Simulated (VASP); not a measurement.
Si6Ge:

```xyz
7
Lattice="-3.5620 3.5620 2.4203 3.5620 -3.5620 2.4203 3.5620 3.5620 -2.4203" Properties=species:S:1:pos:R:3 pbc="T T T"
Si    0.0000    3.5620    1.2102
Si    3.5620    0.0000    1.2102
Si    1.7810    1.7810    1.2102
Si    1.7810    1.7810   -1.2102
Si   -1.7810    1.7810    1.2102
Si    1.7810   -1.7810    1.2102
Ge    0.0000    0.0000    0.0000
```

The cell was generated, and may not be a known phase.

| Item | Value |
| --- | --- |
| Program | VASP 6.6.1 |
| Task | relaxation of cell and atoms |
| Functional | PBE |
| Potentials or basis | VASP PAW PBE potentials, release 64 (Si, Ge_d) |
| Cutoff | 500 eV |
| k mesh | 8 × 8 × 8 |
| Occupations | gaussian, width 0.1 eV |
| Spin | no spin polarisation |

At the start: pressure -0.0 GPa; volume 17.55 Å³/atom.

**Question.** How do energy, volume and symmetry change on relaxing?

**Answer.** Over 6 steps the energy falls by 6.8 meV/atom and the volume is 17.47 Å³/atom (-0.4 %); space group I4/mmm (No. 139, to 0.1 Å) before and after.

Step by step:
```
step  energy change (eV)  largest force (eV/Å)  pressure (GPa)  volume (Å³)
   1              0.0000                0.0000           -0.03       122.83
   2             -0.0456                0.0000           -0.29       122.72
   3             -0.0474                0.0000           -0.29       122.75
   4             -0.0474                0.0000           -0.29       122.75
   5             -0.0478                0.0000            0.08       122.21
   6             -0.0478                0.0000            0.01       122.32
```

Final structure:
```xyz
7
Lattice="-3.5230 3.5230 2.4639 3.5230 -3.5230 2.4639 3.5230 3.5230 -2.4639" Properties=species:S:1:pos:R:3 pbc="T T T"
Si    0.0000    3.5230    1.2320
Si    3.5230    0.0000    1.2320
Si    1.7615    1.7615    1.2320
Si    1.7615    1.7615   -1.2320
Si   -1.7615    1.7615    1.2320
Si    1.7615   -1.7615    1.2320
Ge    0.0000    0.0000    0.0000
```
